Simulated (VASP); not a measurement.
# Ni (Fm-3m) in VASP: notebook

The runs below take Ni through single point, with LDA.

Everything below comes from runs of VASP 6.6.1. Logs are shortened: lines on timing, memory, paths and dates and some standing lists are left out, and cuts for length are marked.

### Step 1. The cell of the first run

Symmetry: Fm-3m, No. 225, cubic system. Conventional cell: a = 3.424 Å, b = 3.424 Å, c = 3.424 Å, α = 90.00°, β = 90.00°, γ = 90.00°. Within 3.2 Å of Ni (site symmetry m-3m) lie 12 Ni at 2.42 Å.

### Step 2. Single point, LDA, collinear spin, ferromagnetic start

Contents of INCAR:

```
SYSTEM = Ni
PREC = Accurate
ENCUT = 520
EDIFF = 1E-6
ISMEAR = 0
SIGMA = 0.15
LREAL = .FALSE.
LASPH = .TRUE.
NELM = 150
ALGO = Normal
ISIF = 2
LWAVE = .FALSE.
LCHARG = .FALSE.
ISPIN = 2
MAGMOM = 1
LORBIT = 11
NUPDOWN = 1.0
LMAXMIX = 4
GGA = CA
NBANDS = 15
```

Contents of KPOINTS:

```
regular mesh
0
G
  24 24 24
  0 0 0
```

Contents of POSCAR:

```
Ni
1.0
    0.0000000000      1.7121260312      1.7121260312
    1.7121260312      0.0000000000      1.7121260312
    1.7121260312      1.7121260312      0.0000000000
Ni
1
Direct
    0.0000000000      0.0000000000      0.0000000000
```

Potentials or basis: VASP PAW LDA potentials, release 64 (Ni).

The run is started by

```
$ cat potpaw_LDA.64/Ni/POTCAR > POTCAR
$ mpirun -np 1 vasp_std > vasp.out
```

OUTCAR:

```text
SYSTEM = Ni
   PREC = Accurate
   ENCUT = 520
   EDIFF = 1E-6
   ISMEAR = 0
   LREAL = .FALSE.
   LASPH = .TRUE.
   NELM = 150
   ISIF = 2
   ISPIN = 2
   LORBIT = 11
   NUPDOWN = 1.0
   GGA = CA

 ion  position               nearest neighbor table
   1  0.000  0.000  0.000-

  LATTYP: Found a face centered cubic cell.
 ALAT       =     3.4242520624

  Lattice vectors:

 A1 = (   0.0000000000,   1.7121260312,   1.7121260312)
 A2 = (   1.7121260312,   0.0000000000,   1.7121260312)
 A3 = (   1.7121260312,   1.7121260312,   0.0000000000)

Analysis of symmetry for initial positions (statically):
=====================================================================
 Subroutine PRICEL returns:
 Original cell was already a primitive cell.

 Routine SETGRP: Setting up the symmetry group for a
 face centered cubic supercell.

 Subroutine GETGRP returns: Found 48 space group operations
 (whereof 48 operations were pure point group operations)
 out of a pool of 48 trial point group operations.

The static configuration has the point symmetry O_h .

Analysis of symmetry for dynamics (positions and initial velocities):
=====================================================================
 Subroutine PRICEL returns:
 Original cell was already a primitive cell.

 Routine SETGRP: Setting up the symmetry group for a
 face centered cubic supercell.

 Subroutine GETGRP returns: Found 48 space group operations
 (whereof 48 operations were pure point group operations)
 out of a pool of 48 trial point group operations.

The dynamic configuration has the point symmetry O_h .

Analysis of structural, dynamic, and magnetic symmetry:
=====================================================================
 Subroutine PRICEL returns:
 Original cell was already a primitive cell.

 Routine SETGRP: Setting up the symmetry group for a
 face centered cubic supercell.

 Subroutine GETGRP returns: Found 48 space group operations
 (whereof 48 operations were pure point group operations)
 out of a pool of 48 trial point group operations.

The overall configuration has the point symmetry O_h .

 Subroutine INISYM returns: Found 48 space group operations
 (whereof 48 operations are pure point group operations),
 and found     1 'primitive' translations

----------------------------------------------------------------------------------------

                                     Primitive cell

  volume of cell :      10.0378

  direct lattice vectors                    reciprocal lattice vectors
     0.000000000  1.712126031  1.712126031    -0.292034576  0.292034576  0.292034576
     1.712126031  0.000000000  1.712126031     0.292034576 -0.292034576  0.292034576
     1.712126031  1.712126031  0.000000000     0.292034576  0.292034576 -0.292034576

  length of vectors
     2.421311854  2.421311854  2.421311854     0.505818724  0.505818724  0.505818724

  position of ions in fractional coordinates (direct lattice)
     0.000000000  0.000000000  0.000000000

  ion indices of the primitive-cell ions
   primitive index   ion index
                 1           1

----------------------------------------------------------------------------------------

 KPOINTS: regular mesh

Automatic generation of k-mesh.
 Grid dimensions read from file:
 generate k-points for:   24   24   24

 Generating k-lattice:

  Cartesian coordinates                     Fractional coordinates (reciprocal lattice)
    -0.012168107  0.012168107  0.012168107     0.041666667  0.000000000  0.000000000
     0.012168107 -0.012168107  0.012168107     0.000000000  0.041666667  0.000000000
     0.012168107  0.012168107 -0.012168107     0.000000000  0.000000000  0.041666667

  Length of vectors
     0.021075780  0.021075780  0.021075780

  Shift w.r.t. Gamma in fractional coordinates (k-lattice)
     0.000000000  0.000000000  0.000000000

 Subroutine IBZKPT returns following result:
 ===========================================

 Found    413 irreducible k-points:

 Following reciprocal coordinates:
            Coordinates               Weight
  0.000000  0.000000  0.000000      1.000000
  0.041667  0.000000  0.000000      8.000000
  0.083333  0.000000  0.000000      8.000000
  0.125000  0.000000  0.000000      8.000000
  0.166667  0.000000  0.000000      8.000000
  0.208333  0.000000  0.000000      8.000000
[... 16 lines left out ...]
  0.416667  0.041667  0.000000     24.000000
  0.458333  0.041667  0.000000     24.000000
 [... further k-points ...]
   k-points           NKPTS =    413   k-points in BZ     NKDIM =    413   number of bands    NBANDS=     15
   number of dos      NEDOS =    301   number of ions     NIONS =      1
   total plane-waves  NPLWV =   5832
   dimension x,y,z NGX =    18 NGY =   18 NGZ =   18
   dimension x,y,z NGXF=    36 NGYF=   36 NGZF=   36
   ions per type =               1
   NGX,Y,Z   is equivalent  to a cutoff of  12.36, 12.36, 12.36 a.u.
   NGXF,Y,Z  is equivalent  to a cutoff of  24.72, 24.72, 24.72 a.u.
 SYSTEM =  Ni
   PREC   = accura    normal or accurate (medium, high low for compatibility)
   ISTART =      0    job   : 0-new  1-cont  2-samecut
   ICHARG =      2    charge: 1-file 2-atom 10-const
   ISPIN  =      2    spin polarized calculation?
   LNONCOLLINEAR =      F non collinear calculations
   LSORBIT =      F    spin-orbit coupling
   LASPH  =      T    aspherical Exc in radial PAW
   ENCUT  =  520.0 eV  38.22 Ry    6.18 a.u.   4.50  4.50  4.50*2*pi/ulx,y,z
   NELM   =    150;   NELMIN=  2; NELMDL= -5     # of ELM steps
   EDIFF  = 0.1E-05   stopping-criterion for ELM
   LREAL  =      F    real-space projection
   EDIFFG = 0.1E-04   stopping-criterion for IOM
   NSW    =      0    number of steps for IOM
   IBRION =     -1    ionic relax: 0-MD 1-quasi-New 2-CG
   NFREE  =      0    steps in history (QN), initial steepest desc. (CG)
   ISIF   =      2    stress and relaxation
   ISYM   =      2    0-nonsym 1-usesym 2-fastsym
   POTIM  = 0.5000    time-step for ionic-motion
   TEBEG  =    0.0;   TEEND  =   0.0 temperature during run
   PSTRESS=    0.0 pullay stress
   NELECT =      10.0000    total number of electrons
   NUPDOWN=       1.0000    fix difference up-down
   EMIN   =  10.00;   EMAX   =-10.00  energy-range for DOS
   EFERMI =   0.00;   METHOD = LEGACY
   ISMEAR =     0;   SIGMA  =   0.15  broadening in eV -4-tet -1-fermi 0-gaus
   EFERMI_NEDOS =   21; number of points for ismear=-14 and -15
   IALGO  =     38    algorithm
   IMIX   =      4    mixing-type and parameters
     AMIX     =   0.40;   BMIX     =  1.00
     AMIX_MAG =   1.60;   BMIX_MAG =  1.00
  volume/ion in A,a.u.               =      10.04        67.74
  Fermi-wavevector in a.u.,A,eV,Ry     =   1.635043  3.089783 36.373335  2.673365
  Thomas-Fermi vector in A             =   2.726581
   LORBIT       =     11    0 simple, 1 ext, 2 COOP (PROOUT), +10 PAW based schemes
   GGA     = CA    functional components
   LHFCALC =     F    Hartree Fock is set to
   AEXX    =    0.0000 exact exchange contribution
   IVDW    =     0    specifies the selected vdW correction
   LEPSILON=     F    determine dielectric tensor
   LRPA    =     F    only Hartree local field effects (RPA)
 spin polarized calculation
 Gauss-broadening in eV      SIGMA  =   0.15
  energy-cutoff  :      520.00
  volume of cell :       10.04
 maximum number of plane-waves:       290
 NGX is ok and might be reduce to    18
   NGX =  9   NGY =  9   NGZ =  9

 number of electron      10.0000000 magnetization       1.0000000

 number of electron       9.9999991 magnetization       0.9999998

 Free energy of the ion-electron system (eV)
  ---------------------------------------------------
  ext. energy  EPLUGINS =         0.00000000
  ---------------------------------------------------
  free energy    TOTEN  =        -6.45567732 eV

  energy without entropy =       -6.44106480  energy(sigma->0) =       -6.44837106

 E-fermi :  10.0960     XC(G=0): -14.1121

 val. band max:       11.4129506652   @ k =   0.5000   0.1250   0.0000
 cond. band min:      10.1007540525   @ k =  -0.3750   0.2083   0.0000
 fundamental gap:     -1.3121966127
 Fermi energy:        11.4143126854

 spin component 1

 k-point     1 :       0.0000    0.0000    0.0000
  band No.  band energies     occupation
      1       0.6039      1.00000
      2       7.3572      1.00000
      3       7.3572      1.00000
      4       7.3572      1.00000
      5       8.6271      1.00000
      6       8.6271      1.00000
      7      34.6339      0.00000
      8      39.0103      0.00000
      9      39.0103      0.00000
     10      39.0103      0.00000
     11      42.2201      0.00000
     12      42.2201      0.00000
     13      42.2201      0.00000
     14      45.2696      0.00000
     15      52.1324      0.00000
[... 397 lines left out ...]
 k-point    24 :       0.4583    0.0417    0.0000
  band No.  band energies     occupation
      1       4.7687      1.00000
      2       7.3349      1.00000
      3       7.4010      1.00000
      4       8.7239      1.00000
      5       9.3820      1.00000
      6       9.8891      1.00000
      7      17.1357      0.00000
      8      32.9493      0.00000
      9      35.1715      0.00000
     10      35.9301      0.00000
     11      39.6918      0.00000
     12      40.2372      0.00000
     13      46.0956      0.00000
     14      54.6846      0.00000
     15      56.5084      0.00000

 [... further k-points ...]

 spin component 2

 k-point     1 :       0.0000    0.0000    0.0000
  band No.  band energies     occupation
      1       0.7858      1.00000
      2       8.3030      1.00000
      3       8.3030      1.00000
      4       8.3030      1.00000
      5       9.5459      1.00000
      6       9.5459      1.00000
      7      34.7391      0.00000
      8      39.2019      0.00000
      9      39.2019      0.00000
     10      39.2019      0.00000
     11      42.5729      0.00000
     12      42.5729      0.00000
     13      42.5729      0.00000
     14      45.3773      0.00000
     15      52.5008      0.00000
[... 397 lines left out ...]
 k-point    24 :       0.4583    0.0417    0.0000
  band No.  band energies     occupation
      1       5.3728      1.00000
      2       8.2093      1.00000
      3       8.2866      1.00000
      4       9.2463      1.00000
      5      10.3957      0.00236
      6      10.6381      0.00000
      7      17.7162      0.00000
      8      33.0711      0.00000
      9      35.4619      0.00000
     10      36.2138      0.00000
     11      39.9846      0.00000
     12      40.5319      0.00000
     13      46.4830      0.00000
     14      55.9773      0.00000
     15      57.5514      0.00000

 [... further k-points ...]
[... 5 lines left out ...]
  --------------------------------------------------------------------------------------
  -------------------------------------------------------------------------------------
  Total        0.2672660      0.2672660      0.2672660      0.0000000     -0.0000000     -0.0000000
  in kB       42.6596352     42.6596352     42.6596352      0.0000000     -0.0000000     -0.0000000
  external PRESSURE =      42.6596352 kB  Pullay stress =       0.0000000 kB

 VOLUME and BASIS-vectors are now :
 -----------------------------------------------------------------------------
  energy-cutoff  :      520.00
  volume of cell :       10.04
      direct lattice vectors                 reciprocal lattice vectors
     0.000000000  1.712126031  1.712126031    -0.292034576  0.292034576  0.292034576
     1.712126031  0.000000000  1.712126031     0.292034576 -0.292034576  0.292034576
     1.712126031  1.712126031  0.000000000     0.292034576  0.292034576 -0.292034576

 POSITION                                       TOTAL-FORCE (eV/Angst)
 -----------------------------------------------------------------------------------
      0.00000      0.00000      0.00000         0.000000      0.000000      0.000000
 -----------------------------------------------------------------------------------
    total drift:                                0.000000     -0.000000      0.000000

  FREE ENERGIE OF THE ION-ELECTRON SYSTEM (eV)
  ---------------------------------------------------
  free  energy   TOTEN  =        -6.4556773152 eV

  energy  without entropy=       -6.4410647990  energy(sigma->0) =       -6.44837106

 total charge

# of ion       s       p       d       tot
------------------------------------------
    1        0.549   0.601   8.315   9.464

 magnetization (x)

# of ion       s       p       d       tot
------------------------------------------
    1        0.012   0.019   0.953   0.984
```

Wall time 60 s (1 thread of AMD EPYC 9R45 (Zen 5), shared host); peak memory 0.16 GiB.

What came out:

- Free energy: -6.4557 eV
- Pressure: 4.3 GPa
- Net moment: 1.00 μB per cell
- Site moments: Ni +0.98 μB
- Valence electrons inside the program's atomic spheres: Ni 9.46

Caveat: the total moment is fixed, so each spin has its own Fermi level.

### Step 3. Single point, LDA, collinear spin, ferromagnetic start

Contents of INCAR:

```
SYSTEM = Ni
  PREC = Accurate
  ENCUT = 520
  EDIFF = 1E-6
  ISMEAR = 0
  SIGMA = 0.15
  LREAL = .False.
  LASPH = .True.
  NELM = 150
  ALGO = Normal
  ISIF = 2
  LWAVE = .False.
  LCHARG = .False.
  ISPIN = 2
  MAGMOM = 0.5
  LORBIT = 11
  NUPDOWN = 0.5
  LMAXMIX = 4
  NBANDS = 15
```

Contents of KPOINTS:

```
regular mesh
0
Gamma
  24 24 24
  0 0 0
```

POSCAR is that of step 2.

Potentials or basis: VASP PAW LDA potentials, release 64 (Ni).

The run is started by

```
$ cat potpaw_LDA.64/Ni/POTCAR > POTCAR
$ mpirun -np 1 vasp_std > vasp.out
```

Wall time 59 s (1 thread of AMD EPYC 9R45 (Zen 5), shared host); peak memory 0.16 GiB.

It converged, with:

```yaml
Free_energy: -6.5867 eV
Pressure: -0.5 GPa
Net_moment: 0.50 μB per cell
Site_moments: Ni +0.50 μB
Valence_electrons_inside_the_program's_atomic_spheres: Ni 9.47
```

Caveat: the total moment is fixed, so each spin has its own Fermi level.
